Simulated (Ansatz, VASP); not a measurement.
Mo in VASP and in Ansatz

```
Mo
1.0
     2.77379    0.00000    0.00000
    -1.38689    2.40217    0.00000
     0.00000    0.00000    2.52201
Mo
1
Cartesian
  0.0000 0.0000 0.0000
```

Alike in both runs: functional PBE; k mesh 24 × 24 × 22; occupations gaussian, width 0.1 eV; no spin polarisation.

Ansatz relaxed the structure, and its values are those at the end. VASP's run is a single point on that final structure, the one shown.

|  | VASP | Ansatz |
| --- | --- | --- |
| version | VASP 6.6.1 | Ansatz 0.2.0 |
| potentials or method | VASP PAW PBE potentials, release 64 (Mo_sv), cutoff 500 eV | scalar-relativistic, plane waves, PAW |
| valence electrons in the cell | 14 | 14 |

|  | VASP | Ansatz | Ansatz less VASP |
| --- | --- | --- | --- |
| gap on the k mesh at the Fermi level (eV) | none | none | - |
| pressure (GPa) | 0.5 | 0.0 | -0.52 |

A gap of «none» marks a metal or a gap that the smearing closes.
